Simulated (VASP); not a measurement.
Set up this calculation in VASP 6.6.1, as the native input.

| Item | Value |
| --- | --- |
| Task | single point |
| Functional | PBE |
| Potentials or basis | VASP PAW PBE potentials, release 64 (Ca_sv, Mg, S) |
| Cutoff | 520 eV |
| k mesh | 3 × 3 × 1 |
| Occupations | gaussian, width 0.05 eV |
| Spin | no spin polarisation |
| Dipole correction | no |
| Further INCAR settings | ALGO = Normal; EDIFF = 1e-06; NBANDS = 67 |

The structure of Ca10Mg2S lies in POSCAR:

```
Ca10Mg2S
1.0
    6.6066120000      0.0000000000      0.0000000000
    0.0000000000      6.2102690000      0.0000000000
    0.0000000000      0.0000000000     22.6012710000
Ca Mg S
10 2 1
Direct
    0.6491482901      0.5001883646      0.2064853658
    0.1555099484      0.4995578687      0.1125409462
    0.6781056000      0.5000000000      0.0442453000
    0.9920338374     -0.0013023341      0.1952312969
    0.4973425784     -0.0000007803      0.1196647292
    0.0474261453      0.4901672866      0.4661388145
    0.6135623210      0.5132055645      0.3702161110
    0.1514364177      0.4972246511      0.2842510153
    0.5236498388      0.0290819018      0.4586859511
    1.0135424632     -0.0044673049      0.3612471084
    0.0000000000      0.0000000000      0.0442453000
    0.5003857005      0.0029690121      0.2866879123
    0.6457700436      0.4303694152      0.4875167929
```

One way to write it, as run:

INCAR

```
SYSTEM = Ca10Mg2S
ALGO = Normal
EDIFF = 1E-6
ENCUT = 520
GGA = PE
ISIF = 2
ISMEAR = 0
LASPH = .True.
LCHARG = .False.
LREAL = .False.
LWAVE = .False.
NBANDS = 67
NELM = 100
PREC = Accurate
SIGMA = 0.05
```

KPOINTS

```
k-points
0
Gamma
  3 3 1
  0 0 0
```

Potentials or basis: VASP PAW PBE potentials, release 64 (Ca_sv, Mg, S).

Command:

```sh
$ cat potpaw_PBE.64/Ca_sv/POTCAR potpaw_PBE.64/Mg/POTCAR potpaw_PBE.64/S/POTCAR > POTCAR
$ mpirun -np 1 vasp_std > vasp.out
```

It gave:

* Largest force: 0.350 eV/Å
* Band gap on the k mesh: zero (bands 55 and 56 overlap by 0.16 eV)

Caveat: there is no dipole correction, which matters where the two faces differ.

Run time: 14 min on 1 thread of Intel(R) Xeon(R) Platinum 8259CL CPU @ 2.50GHz (Skylake/Cascade Lake), on a shared host, peak memory 0.9 GiB.
